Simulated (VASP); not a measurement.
Write the native input for VASP 6.6.1 that does the following.

- Task: single point
- Functional: r2SCAN
- Potentials or basis: VASP PAW PBE potentials, release 64 (Si, N)
- Cutoff: 520 eV
- k mesh: 6 × 6 × 8
- Occupations: gaussian, width 0.01 eV
- Spin: no spin polarisation
- Dipole correction: no
- Further INCAR settings: ALGO = Normal; EDIFF = 1e-06; NBANDS = 45

The system is Si3N4.

```
Si N
1.0
     7.60566    0.00000    0.00000
    -3.80283    6.58670    0.00000
     0.00000    0.00000    2.90565
Si N
6 8
Direct
  0.23061 0.82457 0.75000
  0.40604 0.23061 0.25000
  0.82457 0.59396 0.25000
  0.17543 0.40604 0.75000
  0.59396 0.76939 0.75000
  0.76939 0.17543 0.25000
  0.33333 0.66667 0.75000
  0.66667 0.33333 0.25000
  0.96874 0.66968 0.75000
  0.29906 0.96874 0.25000
  0.66968 0.70094 0.25000
  0.33032 0.29906 0.75000
  0.03126 0.33032 0.25000
  0.70094 0.03126 0.75000
```

The input as run:

POSCAR

```
Si3N4
1.0
    7.6056640558      0.0000000000      0.0000000000
   -3.8028320279      6.5866982850      0.0000000000
    0.0000000000      0.0000000000      2.9056464664
Si N
6 8
Direct
    0.2306108591      0.8245677903      0.7500000000
    0.4060430687      0.2306108591      0.2500000000
    0.8245677903      0.5939569313      0.2500000000
    0.1754322097      0.4060430687      0.7500000000
    0.5939569313      0.7693891409      0.7500000000
    0.7693891409      0.1754322097      0.2500000000
    0.3333333333      0.6666666667      0.7500000000
    0.6666666667      0.3333333333      0.2500000000
    0.9687373408      0.6696818164      0.7500000000
    0.2990555244      0.9687373408      0.2500000000
    0.6696818164      0.7009444756      0.2500000000
    0.3303181836      0.2990555244      0.7500000000
    0.0312626592      0.3303181836      0.2500000000
    0.7009444756      0.0312626592      0.7500000000
```

INCAR.step1

```
  PREC = Accurate
  ENCUT = 520
  ISMEAR = 0
  SIGMA = 0.01
  LREAL = F
  LASPH = T
  NELM = 80
  NBANDS = 45
  GGA = PE
  ALGO = Normal
  EDIFF = 1E-4
  LWAVE = T
  LCHARG = F
```

INCAR.step2

```
  PREC = Accurate
  ENCUT = 520
  EDIFF = 1E-6
  ISMEAR = 0
  SIGMA = 0.01
  LREAL = F
  LASPH = T
  NELM = 80
  ALGO = Normal
  ISIF = 2
  LWAVE = F
  LCHARG = T
  METAGGA = R2SCAN
  LMIXTAU = T
  LELF = T
  LVHAR = T
  NBANDS = 45
  ISTART = 1
```

KPOINTS

```
regular mesh
0
Gamma
  6 6 8
```

Potentials or basis: VASP PAW PBE potentials, release 64 (Si, N).

Run with:

```sh
$ cat potpaw_PBE.64/Si/POTCAR potpaw_PBE.64/N/POTCAR > POTCAR
$ cp INCAR.step1 INCAR
$ mpirun -np 1 vasp_std > vasp.out
$ cp INCAR.step2 INCAR
$ mpirun -np 1 vasp_std > vasp.out
```

It gave:

```yaml
Pressure: -0.2 GPa
Band_gap_on_the_k_mesh: 5.00 eV (least direct gap 5.20 eV)
```

Caveat: the PAW data sets were made with another functional, which shifts forces and pressure a little.

Run time: 6.3 min on 1 thread of Intel(R) Xeon(R) 6975P-C (Granite Rapids) (shared host), peak memory 0.41 GiB.
